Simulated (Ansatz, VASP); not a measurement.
# Two plane-wave programs on Y

File INCAR:

```
SYSTEM = Y
PREC = Accurate
ENCUT = 520
EDIFF = 1E-6
ISMEAR = -1
SIGMA = 0.05
LREAL = .FALSE.
LASPH = .TRUE.
NELM = 100
ALGO = Normal
ISIF = 2
LWAVE = .FALSE.
LCHARG = .TRUE.
GGA = PE
LELF = .TRUE.
LVHAR = .TRUE.
NBANDS = 12
```

File KPOINTS:

```
regular mesh
0
G
  14 14 13
  0 0 0
```

The input POSCAR:

```
Y
1.0
    3.2598161648      0.0000000000      0.0000000000
   -1.6299080824      2.8230836104      0.0000000000
    0.0000000000      0.0000000000      3.1104314376
Y
1
Direct
    0.0000000000      0.0000000000      0.0000000000
```

Input for Ansatz:

```yaml
crystal:
  lattice:
    - [3.2598161648, 0.0, 0.0]
    - [-1.6299080824, 2.8230836104, 0.0]
    - [0.0, 0.0, 3.1104314376]
  atoms:
    - { symbol: "Y", position: [0.0, 0.0, 0.0] }
kpoints:
  mp_grid: { grid: [14, 14, 13] }
scf:
  occupations: { method: fermi_dirac, width: 0.05 }
hamiltonian:
  xc: pbe
  pseudopotentials: { kind: paw }
output:
  forces: true
  stress: true
  eigenvalues: true
  populations: true
  write_density: true
  write_potential: true
  elf: true
  volumetric_format: npy
```

Change from the starting cell: volume scaled by 0.85, PAW files.

Alike in both runs: task single point; functional PBE; k mesh 14 × 14 × 13; occupations fermi-dirac, width 0.05 eV; no spin polarisation.

```csv
,VASP,Ansatz
version,VASP 6.6.1,Ansatz 0.2.0
potentials or method,"VASP PAW PBE potentials, release 64 (Y_sv)","PAW with Ansatz's default frozen-core files, scalar-relativistic"
plane-wave cutoff (eV),520,420
valence electrons in the cell,11,11
```

|  | VASP | Ansatz | Ansatz less VASP |
| --- | --- | --- | --- |
| pressure (GPa) | 6.5 | 6.6 | +0.07 |
| traceless stress, the component that is largest in VASP (GPa) | 0.10 | 0.00 | -0.100 |
